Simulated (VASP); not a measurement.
Wanted: the native input for a VASP 6.6.1 run.

```
Task                   : relaxation of cell and atoms
Functional             : PBE
Potentials or basis    : VASP PAW PBE potentials, release 64 (K_sv, Ru_sv)
Cutoff                 : 600 eV
k mesh                 : 4 × 4 × 4
Occupations            : gaussian, width 0.1 eV
Spin                   : no spin polarisation
Dipole correction      : no
Further INCAR settings : ALGO = Normal; EDIFF = 1e-07; IBRION = 2; EDIFFG = -0.04; NSW = 90; ISIF = 3
```

The structure of K4Ru lies in POSCAR:

```
K4Ru
1.0
    5.6700249500      0.0000000000      0.0000000000
    0.0000000000      5.6700249500      0.0000000000
    0.0000000000      0.0000000000      5.6700249500
K Ru
4 1
Direct
    0.5000000000      0.0000000000      0.0000000000
    0.0000000000      0.5000000000      0.0000000000
    0.0000000000      0.0000000000      0.5000000000
    0.5000000000      0.5000000000      0.5000000000
    0.0000000000      0.0000000000      0.0000000000
```

The cell was built from a structure type or drawn by symmetry, and may not be a known phase.

These files were run (other wordings do the same):

INCAR

```
PREC = Accurate ; ENCUT = 600
EDIFF = 1E-7 ; ISMEAR = 0
SIGMA = 0.1 ; LREAL = False
LASPH = True ; NELM = 120
ALGO = Normal ; ISIF = 3
LWAVE = False ; LCHARG = False
GGA = PE ; IBRION = 2
NSW = 90 ; EDIFFG = -0.04
GGA_COMPAT = False ; NELMIN = 4
```

KPOINTS

```
Automatic mesh
0
Gamma
  4 4 4
```

Potentials or basis: VASP PAW PBE potentials, release 64 (K_sv, Ru_sv).

Run with:

```console
$ cat potpaw_PBE.64/K_sv/POTCAR potpaw_PBE.64/Ru_sv/POTCAR > POTCAR
$ mpirun -np 1 vasp_std > vasp.out
```

Results of the run:

* Relaxed volume: 50.05 Å³/atom
* Relaxed cell: a = 6.302 Å, b = 6.302 Å, c = 6.302 Å, α = 90.00°, β = 90.00°, γ = 90.00°
* Space group after relaxing (to 0.1 Å): Pm-3m (No. 221)
* Energy gained by relaxing: 136.2 meV/atom
* Ionic steps: 4
* Pressure after relaxing: 0.1 GPa
* Band gap on the k mesh: zero (bands 26 and 27 overlap by 0.06 eV)

Caveat: the volume moved by over 15 % at a fixed basis, so the end points are rough.

Run time: 4.6 min on 1 thread of AMD EPYC 7R13 Processor (Zen 3), on a shared host, peak memory 0.33 GiB.
